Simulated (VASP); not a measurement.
Input of a VASP 6.6.1 run:

Contents of INCAR:

```
SYSTEM = Hf
PREC = Accurate ; ENCUT = 520
EDIFF = 1E-6 ; ISMEAR = -1
SIGMA = 0.1 ; LREAL = .FALSE.
LASPH = .TRUE. ; NELM = 60
ALGO = Normal ; ISIF = 2
LWAVE = .FALSE. ; LCHARG = .TRUE.
GGA = PE ; LELF = .TRUE.
LVHAR = .TRUE. ; NBANDS = 11
```

KPOINTS

```
regular mesh
0
G
  16 16 15
  0 0 0
```

The input POSCAR:

```
Hf
1.0
    2.6622413454      0.0000000000      0.0000000000
   -1.3311206727      2.3055686362      0.0000000000
    0.0000000000      0.0000000000      2.5883460721
Hf
1
Direct
    0.0000000000      0.0000000000      0.0000000000
```

Potentials or basis: VASP PAW PBE potentials, release 64 (Hf_pv).

Run with:

```bash
$ cat potpaw_PBE.64/Hf_pv/POTCAR > POTCAR
$ mpirun -np 1 vasp_std > vasp.out
```

Problem. Estimate the band gap on the k mesh.

Solution. Zero (band 5 reaches 7.92 eV, above the bottom of band 6 at 6.66 eV).

Problem. Estimate the pressure.

Solution. 67.5 GPa.

Stress tensor (GPa, compression positive):
```
67.62  0.00  0.00
 0.00 67.62  0.00
 0.00  0.00 67.14
```

Caveat: spin-orbit coupling is left out, which moves the levels of the heavy elements.
